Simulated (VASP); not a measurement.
## TaN: single point with PBEsol+U

TaN:

```xyz
4
Lattice="2.9380 0.0000 0.0000 -1.4690 2.5444 0.0000 0.0000 0.0000 5.7660" Properties=species:S:1:pos:R:3 pbc="T T T"
Ta    0.0000    1.6963    1.4415
Ta    0.0000    1.6963    4.3245
N     0.0000    0.0000    0.0000
N     0.0000    0.0000    2.8830
```

* Program: VASP 6.6.1
* Task: single point
* Functional: PBEsol
* Potentials or basis: VASP PAW PBE potentials, release 64 (Ta_pv, N)
* Cutoff: 520 eV
* k mesh: 7 × 7 × 4
* Occupations: gaussian, width 0.05 eV
* Spin: non-collinear spin, zero start, spin-orbit coupling
* Starting moments: [[-0.0, -0.0, -0.0], [0.0, 0.0, 0.0], [-0.0, 0.0, 0.0], [-0.0, -0.0, -0.0]] μB
* Hubbard terms: Ta d U = 5.0 eV

```yaml
Pressure: 12.8 GPa
Net_moment: 0.00 μB per cell
Valence_electrons_inside_the_program's_atomic_spheres: Ta 8.88; N 3.75
```

Stress tensor (GPa, compression positive):
```
12.25  0.00  0.00
 0.00 12.25  0.00
 0.00  0.00 13.82
```

Moments on the atoms (μB; x, y, z):
```
Ta  0.00 0.00 0.00
Ta  0.00 0.00 0.00
N   0.00 0.00 0.00
N   0.00 0.00 0.00
```

Run time: 2.4 min on 1 thread of AMD EPYC 7R43 64-Core Processor (Zen 3) (shared host), peak memory 0.31 GiB.

Caveat: the cell stands under pressure; the PAW data sets were made with another functional, which shifts forces and pressure a little. The state reached can hang on the start; a lower one may exist.
